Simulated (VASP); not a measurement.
CoSi2: electric field gradients with PBEsol

The system is CoSi2.

```
Co Si
1.0
     0.00000    2.70027    2.70027
     2.70027    0.00000    2.70027
     2.70027    2.70027    0.00000
Co Si
1 2
Cartesian
  0.0000 0.0000 0.0000
  1.3501 1.3501 1.3501
  4.0504 4.0504 4.0504
```

* Program: VASP 6.6.1
* Task: electric field gradients
* Functional: PBEsol
* Potentials or basis: VASP PAW PBE potentials, release 64 (Co, Si)
* Cutoff: 520 eV
* k mesh: 11 × 11 × 11
* Occupations: fermi-dirac, width 0.05 eV
* Spin: collinear spin, ferromagnetic start
* Starting moments: [2.0, 0.0, 0.0] μB
* Dipole correction: no
* Further INCAR settings: ALGO = Normal; EDIFF = 1e-08; NBANDS = 20

```yaml
Pressure: -8.5 GPa
Net_moment: 0.00 μB per cell
Largest_electric_field_gradient_by_atom: zero within the noise of the run
Valence_electrons_inside_the_program's_atomic_spheres: Co 8.80; Si 1.57
```

Levels at points of the mesh, in eV from the Fermi level:
Spin up:
```
           k point  band 6  band 7  band 8  band 9  band 10  band 11  band 12  band 13
(0.00, 0.00, 0.00)   -1.82    0.55    3.33    3.33     3.33     3.42     3.42     3.42
```
Spin down:
| k point | band 5 | band 6 | band 7 | band 8 | band 9 | band 10 | band 11 | band 12 | band 13 | band 14 |
| --- | --- | --- | --- | --- | --- | --- | --- | --- | --- | --- |
| (0.00, 0.00, 0.00) | -1.82 | -1.82 | 0.55 | 3.33 | 3.33 | 3.33 | 3.42 | 3.42 | 3.42 | 5.56 |

It took 44 s on 1 thread of Intel(R) Xeon(R) 6975P-C (Granite Rapids), with other jobs on the host, peak memory 0.21 GiB.

Caveat: the cell stands under tension; the PAW data sets were made with another functional, which shifts forces and pressure a little.
